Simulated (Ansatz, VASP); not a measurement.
**Cu3O2 in VASP and in Ansatz**

Contents of INCAR:

```
SYSTEM = Cu3O2
PREC     = Accurate       ! precision mode
ENCUT    = 520            ! plane-wave cutoff, eV
EDIFF    = 1E-6           ! SCF threshold, eV
ISMEAR   = 0              ! smearing method
SIGMA    = 0.15           ! smearing width, eV
LREAL    = .False.        ! projectors in reciprocal space
LASPH    = .True.         ! aspherical terms in the spheres
NELM     = 60             ! most SCF steps
ALGO     = Normal         ! electronic algorithm
ISIF     = 2              ! what is computed and relaxed
LWAVE    = .False.        ! write WAVECAR
LCHARG   = .False.        ! write CHGCAR
NBANDS   = 30             ! bands
```

File KPOINTS:

```
Automatic mesh
0
Gamma
  14 14 14
  0 0 0
```

The input POSCAR:

```
Cu3O2
1.0
   -1.9941000000      1.9941000000      3.5884925292
    1.9941000000     -1.9941000000      3.5884925292
    1.9941000000      1.9941000000     -3.5884925292
Cu O
3 2
Direct
    0.2500000000      0.7500000000      0.5000000000
    0.7500000000      0.2500000000      0.5000000000
    0.0000000000      0.0000000000      0.0000000000
    0.0000000000      0.5000000000      0.5000000000
    0.5000000000      0.0000000000      0.5000000000
```

Input for Ansatz:

```yaml
crystal:
  lattice:
    - [-1.9941, 1.9941, 3.5884925292]
    - [1.9941, -1.9941, 3.5884925292]
    - [1.9941, 1.9941, -3.5884925292]
  atoms:
    - { symbol: Cu, position: [0.25, 0.75, 0.5] }
    - { symbol: Cu, position: [0.75, 0.25, 0.5] }
    - { symbol: Cu, position: [0.0, 0.0, 0.0] }
    - { symbol: O, position: [0.0, 0.5, 0.5] }
    - { symbol: O, position: [0.5, 0.0, 0.5] }
basis:
  ecutwfc: 520.0
kpoints:
  mp_grid: { grid: [14, 14, 14] }
hamiltonian:
  xc: lda
  pseudopotentials: { kind: paw, azcp: { folder: soft_1 } }
scf:
  occupations: { method: gaussian, width: 0.15 }
output:
  forces: true
  stress: true
  eigenvalues: true
```

Alike in both runs: task single point; functional LDA; k mesh 14 × 14 × 14; occupations gaussian, width 0.15 eV; no spin polarisation.

|  | VASP | Ansatz |
| --- | --- | --- |
| version | VASP 6.6.1 | Ansatz 0.2.0 |
| potentials or method | VASP PAW LDA potentials, release 64 (Cu, O), cutoff 520 eV | scalar-relativistic, plane waves, PAW |
| valence electrons in the cell | 45 | 69 |

Ansatz gave:

```
gap on the k mesh at the Fermi level (eV)                     : none
pressure (GPa)                                                : -4.3
traceless stress, the component that is largest in VASP (GPa) : 0.61
```

What did VASP give for the same quantities?

gap on the k mesh at the Fermi level (eV): none; pressure (GPa): -3.0; traceless stress, the component that is largest in VASP (GPa): 2.04.

Ansatz warns that its potentials were made for another functional, while VASP's fit it. LDA's correlation is that of Perdew and Zunger in VASP and of Perdew and Wang (1992) in Ansatz. A gap of «none» marks a metal or a gap that the smearing closes. VASP's potentials hold 45 valence electrons a cell and Ansatz's 69, so a difference there can come from the potentials and not from the codes.
